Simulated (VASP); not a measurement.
Crystal: MgW.

```
CELL_PARAMETERS angstrom
3.38000 0.00000 0.00000
0.00000 3.38000 0.00000
0.00000 0.00000 3.38000
ATOMIC_POSITIONS crystal
Mg 0.00000 0.00000 0.00000
W 0.50000 0.50000 0.50000
```

```yaml
Program: VASP 6.6.1
Task: relaxation of cell and atoms
Functional: LDA
Potentials_or_basis: VASP PAW LDA potentials, release 64 (Mg, W_sv)
Cutoff: 600 eV
k_mesh: 13 × 13 × 13
Occupations: methfessel-paxton, width 0.05 eV
Spin: no spin polarisation
```

At the start: pressure -18.6 GPa; volume 19.31 Å³/atom.

Q: How do energy, volume and symmetry change on relaxing?

A: Over 4 steps the energy falls by 226.3 meV/atom and the volume is 16.02 Å³/atom (-17.0 %); space group Pm-3m (No. 221, to 0.05 Å).

The path:
| step | energy change (eV) | largest force (eV/Å) | pressure (GPa) | volume (Å³) |
| --- | --- | --- | --- | --- |
| 1 | 0.0000 | 0.0000 | -18.65 | 38.61 |
| 2 | -0.0492 | 0.0000 | 31.63 | 27.37 |
| 3 | -0.4524 | 0.0000 | -0.64 | 32.17 |
| 4 | -0.4527 | 0.0000 | -0.07 | 32.04 |

Final structure:
```yaml
crystal:
  lattice:
    - [3.17626, 0.00000, 0.00000]
    - [0.00000, 3.17626, 0.00000]
    - [0.00000, 0.00000, 3.17626]
  atoms:
    - { symbol: Mg, position: [0.00000, 0.00000, 0.00000] }
    - { symbol: W, position: [0.50000, 0.50000, 0.50000] }
```

Caveat: the volume moved by over 15 % at a fixed basis, so the end points are rough.
